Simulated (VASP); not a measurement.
Input of a VASP 6.6.1 run:

INCAR

```
SYSTEM = MgO
PREC = Accurate
ENCUT = 520
EDIFF = 1E-6
ISMEAR = 0
SIGMA = 0.01
LREAL = .FALSE.
LASPH = .TRUE.
NELM = 60
ALGO = Normal
ISIF = 2
LWAVE = .FALSE.
LCHARG = .TRUE.
GGA = PE
LELF = .TRUE.
LVHAR = .TRUE.
NBANDS = 11
```

File KPOINTS:

```
Automatic mesh
0
G
  8 8 8
  0 0 0
```

The input POSCAR:

```
MgO
1.0
    0.0000000000      2.1021680256      2.1021680256
    2.1021680256      0.0000000000      2.1021680256
    2.1021680256      2.1021680256      0.0000000000
Mg O
1 1
Direct
    0.0000000000      0.0000000000      0.0000000000
    0.5000000000      0.5000000000      0.5000000000
```

Potentials or basis: VASP PAW PBE potentials, release 64 (Mg, O).

Launch:

```console
$ cat potpaw_PBE.64/Mg/POTCAR potpaw_PBE.64/O/POTCAR > POTCAR
$ mpirun -np 1 vasp_std > vasp.out
```

(1) Predict the band gap on the k mesh.

(2) What does it give for the pressure?

Results:

(1) 4.78 eV, direct.

(2) 4.9 GPa.
